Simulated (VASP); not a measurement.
Here is a VASP 6.6.1 calculation.

The input INCAR:

```
PREC = Accurate
ENCUT = 520
EDIFF = 1E-6
ISMEAR = 0
SIGMA = 0.15
LREAL = F
LASPH = T
NELM = 100
ALGO = Normal
ISIF = 2
LWAVE = F
LCHARG = F
GGA = CA
NBANDS = 12
```

Contents of KPOINTS:

```
regular mesh
0
Gamma
  24 24 24
```

The input POSCAR:

```
Cu
1.0
   -1.3711745999      1.3711745999      1.4533079585
    1.3711745999     -1.3711745999      1.4533079585
    1.3711745999      1.3711745999     -1.4533079585
Cu
1
Direct
    0.0000000000      0.0000000000      0.0000000000
```

Potentials or basis: VASP PAW LDA potentials, release 64 (Cu).

Command:

```console
$ cat potpaw_LDA.64/Cu/POTCAR > POTCAR
$ mpirun -np 1 vasp_std > vasp.out
```

Problem. Estimate the band gap on the k mesh.

Solution. Zero (an odd number of electrons rules out a gap without spin polarisation).

Problem. Predict the pressure.

Solution. 0.8 GPa.

Stress tensor (GPa, compression positive):
```
0.45 0.00 0.00
0.00 0.45 0.00
0.00 0.00 1.59
```
